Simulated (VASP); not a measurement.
A run of VASP 6.6.1:

File INCAR:

```
  PREC = Accurate
  ENCUT = 600
  EDIFF = 1E-6
  ISMEAR = 0
  SIGMA = 0.1
  LREAL = Auto
  LASPH = T
  NELM = 100
  ALGO = Normal
  ISIF = 3
  LWAVE = F
  LCHARG = F
  GGA = PE
  IBRION = 2
  NSW = 100
  EDIFFG = -0.01
```

File KPOINTS:

```
Automatic mesh
0
Gamma
  12 12 1
```

File POSCAR:

```
Zn2Si3N3
1.0
    2.8770041820      0.0000000000      0.0000000000
   -1.4385020910      2.4915587084      0.0000000000
    0.0000000000      0.0000000000     33.2371290072
Zn Si N
4 6 6
Direct
    0.6666666667      0.3333333333      0.6038293758
    0.3333333333      0.6666666667      0.3961706242
    0.6666666667      0.3333333333      0.4671585381
    0.3333333333      0.6666666667      0.5328414619
    0.0000000000      0.0000000000      0.0359836816
    0.0000000000      0.0000000000      0.9640163184
    0.6666666667      0.3333333333      0.8164335743
    0.6666666667      0.3333333333      0.7435330847
    0.3333333333      0.6666666667      0.1835664257
    0.3333333333      0.6666666667      0.2564669153
    0.3333333333      0.6666666667      0.0530255537
    0.6666666667      0.3333333333      0.9469744463
    0.0000000000      0.0000000000      0.8334691493
    0.0000000000      0.0000000000      0.7263368075
    0.0000000000      0.0000000000      0.1665308507
    0.0000000000      0.0000000000      0.2736631925
```

Potentials or basis: VASP PAW PBE potentials, release 64 (Zn, Si, N).

Command:

```console
$ cat potpaw_PBE.64/Zn/POTCAR potpaw_PBE.64/Si/POTCAR potpaw_PBE.64/N/POTCAR > POTCAR
$ mpirun -np 1 vasp_std > vasp.out
```

Hardware: 1 thread of Intel(R) Xeon(R) 6975P-C (Granite Rapids), with other jobs on the host.

Estimate the wall time of this run.

It took 38 min on 1 thread of Intel(R) Xeon(R) 6975P-C (Granite Rapids), with other jobs on the host, peak memory 0.52 GiB. Counts: scf iterations 151, k points 19, ion steps 21.
